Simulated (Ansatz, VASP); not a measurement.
## TePb: VASP beside Ansatz

INCAR

```
PREC     = Accurate       # precision mode
ENCUT    = 520            # plane-wave cutoff, eV
EDIFF    = 1E-7           # SCF threshold, eV
ISMEAR   = 0              # smearing method
SIGMA    = 0.01           # smearing width, eV
LREAL    = False          # projectors in reciprocal space
LASPH    = True           # aspherical terms in the spheres
NELM     = 60             # most SCF steps
ALGO     = Normal         # electronic algorithm
ISIF     = 2              # what is computed and relaxed
LWAVE    = False          # write WAVECAR
LCHARG   = True           # write CHGCAR
GGA      = PS             # functional
LELF     = True           # ELF
LVHAR    = True         
NBANDS   = 17             # bands
```

The input KPOINTS:

```
Automatic mesh
0
Gamma
  6 6 6
```

POSCAR

```
TePb
1.0
    0.0000000000      3.2213337944      3.2052271254
    3.2213337944      0.0000000000      3.2052271254
    3.2213337944      3.2213337944      0.0000000000
Te Pb
1 1
Direct
    0.5000000000      0.5000000000      0.5000000000
    0.0000000000      0.0000000000      0.0000000000
```

Input for Ansatz:

```yaml
crystal:
  lattice:
    - [0.0, 3.22133379436, 3.20522712539]
    - [3.22133379436, 0.0, 3.20522712539]
    - [3.22133379436, 3.22133379436, 0.0]
  atoms:
    - { symbol: Te, position: [0.5, 0.5, 0.5] }
    - { symbol: Pb, position: [0.0, 0.0, 0.0] }
kpoints:
  mp_grid: { grid: [6, 6, 6] }
scf:
  occupations: { method: fixed }
  convergence: { dr2_threshold: 1.0e-10 }
hamiltonian:
  xc: pbesol
  pseudopotentials: { kind: all_electron, lapw: { basis_error: 0.0005 } }
output:
  forces: true
  stress: true
  eigenstates:
    kpoints:
      - [0.0, 0.0, 0.0]
      - [0.0, -0.5, 0.0]
      - [-0.5, 0.0, 0.0]
      - [0.0, 0.0, -0.5]
      - [-0.5, -0.5, -0.5]
      - [-0.5, 0.0, -0.5]
      - [0.0, -0.5, -0.5]
      - [-0.5, -0.5, 0.0]
  eigenvalues: true
```

Change from the starting cell: z stretched by -0.5 %, x and y held.

Alike in both runs: task single point; functional PBEsol; k mesh 6 × 6 × 6; no spin polarisation.

|  | VASP | Ansatz |
| --- | --- | --- |
| version | VASP 6.6.1 | Ansatz 0.2.0 |
| potentials or method | VASP PAW PBE potentials, release 64 (Te, Pb_d), cutoff 520 eV | all-electron LAPW, scalar-relativistic |
| occupations | gaussian, width 0.01 eV | fixed |

```tsv
	VASP	Ansatz	Ansatz less VASP
gap on the k mesh at the Fermi level (eV)	0.64	0.63	-0.006
pressure (GPa)	0.2	0.3	+0.03
traceless stress, the component that is largest in VASP (GPa)	0.42	0.42	-0.001
```

VASP's potentials were made for PBE, not for PBEsol. Ansatz ran all-electron here, and VASP with PAW potentials.

Neither program's run includes spin-orbit coupling.
